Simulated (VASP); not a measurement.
Input of a VASP 6.6.1 run:

The input INCAR:

```
PREC = Accurate
ENCUT = 600
EDIFF = 1E-7
ISMEAR = 0
SIGMA = 0.1
LREAL = F
LASPH = T
NELM = 60
ALGO = Normal
ISIF = 3
LWAVE = F
LCHARG = F
GGA = PE
IBRION = 2
NSW = 90
EDIFFG = -0.04
```

The input KPOINTS:

```
Automatic mesh
0
Gamma
  6 6 6
```

File POSCAR:

```
LiCl
1.0
    1.9099025392     -4.8459859305      0.0000000000
    1.9099025392      4.8459859305      0.0000000000
    0.0000000000      0.0000000000      3.6991896520
Li Cl
2 2
Direct
    0.8620000000      0.1380000000      0.7500000000
    0.1380000000      0.8620000000      0.2500000000
    0.5830000000      0.4170000000      0.7500000000
    0.4170000000      0.5830000000      0.2500000000
```

Potentials or basis: VASP PAW PBE potentials, release 64 (Li_sv, Cl).

Launch:

```bash
$ cat potpaw_PBE.64/Li_sv/POTCAR potpaw_PBE.64/Cl/POTCAR > POTCAR
$ mpirun -np 1 vasp_std > vasp.out
```

Task: Estimate the space group after relaxing (to 0.05 Å).

Result: Cmcm (No. 63).

Task: Estimate the relaxed volume.

Result: 19.26 Å³/atom.

Task: What does it give for the relaxed cell?

Result: a = 6.412 Å, b = 6.412 Å, c = 3.551 Å, α = 90.00°, β = 90.00°, γ = 148.14°.

Final structure:
```yaml
crystal:
  lattice:
    - [1.75967, -6.16584, 0.00000]
    - [1.75967, 6.16584, 0.00000]
    - [0.00000, 0.00000, 3.55099]
  atoms:
    - { symbol: Li, position: [0.83831, 0.16169, 0.75000] }
    - { symbol: Li, position: [0.16169, 0.83831, 0.25000] }
    - { symbol: Cl, position: [0.63969, 0.36031, 0.75000] }
    - { symbol: Cl, position: [0.36031, 0.63969, 0.25000] }
```

Caveat: the cutoff is under 1.25 times the usual one of these potentials, so pressure, stress and relaxed cells hold a basis-set (Pulay) error.
